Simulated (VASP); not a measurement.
CaOsO3:

```
Ca Os O
1.0
     3.95216    0.00000    0.00000
     0.00000    3.95216    0.00000
     0.00000    0.00000    3.95216
Ca Os O
1 1 3
Direct
  0.00000 0.00000 0.00000
  0.50000 0.50000 0.50000
  0.50000 0.50000 0.00000
  0.50000 0.00000 0.50000
  0.00000 0.50000 0.50000
```

Base run:

| Property | Result |
| --- | --- |
| Program | VASP 6.6.1 |
| Functional | LDA |
| Potentials or basis | VASP PAW LDA potentials, release 64 (Ca_sv, Os, O) |
| Cutoff | 520 eV |
| k mesh | 5 × 5 × 5 |
| Occupations | fermi-dirac, width 0.05 eV |
| Spin | no spin polarisation |

Its results: band gap on the k mesh zero (band 18 reaches 6.39 eV, above the bottom of band 19 at 2.72 eV); pressure -11.9 GPa.

Q: The run is repeated on the same cell with these changes: k mesh from 5 × 5 × 5 to 6 × 6 × 6. What comes out?

A: Band gap on the k mesh zero (band 18 reaches 6.67 eV, above the bottom of band 19 at 2.73 eV); pressure -12.4 GPa.

Caveats: spin-orbit coupling is left out, which moves the levels of the heavy elements.
